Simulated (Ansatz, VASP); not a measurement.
**Two plane-wave programs on MgO**

Contents of INCAR:

```
SYSTEM = MgO
  ALGO = Normal
  EDIFF = 1E-6
  ENCUT = 520
  GGA = PS
  ISIF = 2
  ISMEAR = 0
  LASPH = .TRUE.
  LCHARG = .TRUE.
  LELF = .TRUE.
  LREAL = .FALSE.
  LVHAR = .TRUE.
  LWAVE = .FALSE.
  NBANDS = 16
  NELM = 60
  PREC = Accurate
  SIGMA = 0.05
```

Contents of KPOINTS:

```
k-points
0
G
  9 9 6
  0 0 0
```

File POSCAR:

```
MgO
1.0
    3.1300000000      0.0000000000      0.0000000000
   -1.5650000000      2.7106595138      0.0000000000
    0.0000000000      0.0000000000      4.8186000000
Mg O
2 2
Direct
    0.3333333333      0.6666666667      0.0036583380
    0.6666666667      0.3333333333      0.5036583380
    0.3333333333      0.6666666667      0.4009416620
    0.6666666667      0.3333333333      0.9009416620
```

Input for Ansatz:

```yaml
crystal:
  lattice:
    - [3.13, 0.0, 0.0]
    - [-1.565, 2.7106595138, 0.0]
    - [0.0, 0.0, 4.8186]
  atoms:
    - { symbol: Mg, position: [0.3333333333, 0.6666666667, 0.003658338] }
    - { symbol: Mg, position: [0.6666666667, 0.3333333333, 0.503658338] }
    - { symbol: O, position: [0.3333333333, 0.6666666667, 0.400941662] }
    - { symbol: O, position: [0.6666666667, 0.3333333333, 0.900941662] }
basis:
  ecutwfc: 520.0
kpoints:
  mp_grid: { grid: [9, 9, 6] }
hamiltonian:
  xc: pbesol
  pseudopotentials: { kind: paw, azcp: { folder: soft_1 } }
scf:
  occupations: { method: gaussian, width: 0.05 }
output:
  forces: true
  stress: true
  eigenvalues: true
```

Alike in both runs: task single point; functional PBEsol; k mesh 9 × 9 × 6; occupations gaussian, width 0.05 eV; no spin polarisation.

|  | VASP | Ansatz |
| --- | --- | --- |
| version | VASP 6.6.1 | Ansatz 0.2.0 |
| potentials or method | VASP PAW PBE potentials, release 64 (Mg, O), cutoff 520 eV | scalar-relativistic, plane waves, PAW |
| valence electrons in the cell | 16 | 32 |

|  | VASP | Ansatz | Ansatz less VASP |
| --- | --- | --- | --- |
| gap on the k mesh at the Fermi level (eV) | 4.24 | 4.24 | -0.002 |
| least direct gap on the mesh (eV) | 4.24 | 4.24 | -0.002 |
| pressure (GPa) | 24.7 | 24.4 | -0.22 |
| traceless stress, the component that is largest in VASP (GPa) | -5.21 | -5.08 | +0.130 |
| rms of the force components (eV/Å) | 0.045 | 0.042 | -0.0029 |

VASP's potentials were made for PBE, not for PBEsol, and Ansatz warns of the same on its side. Atom by atom the forces differ by 0.003 eV/Å (rms over components). VASP's potentials hold 16 valence electrons a cell and Ansatz's 32, so a difference there can come from the potentials and not from the codes.
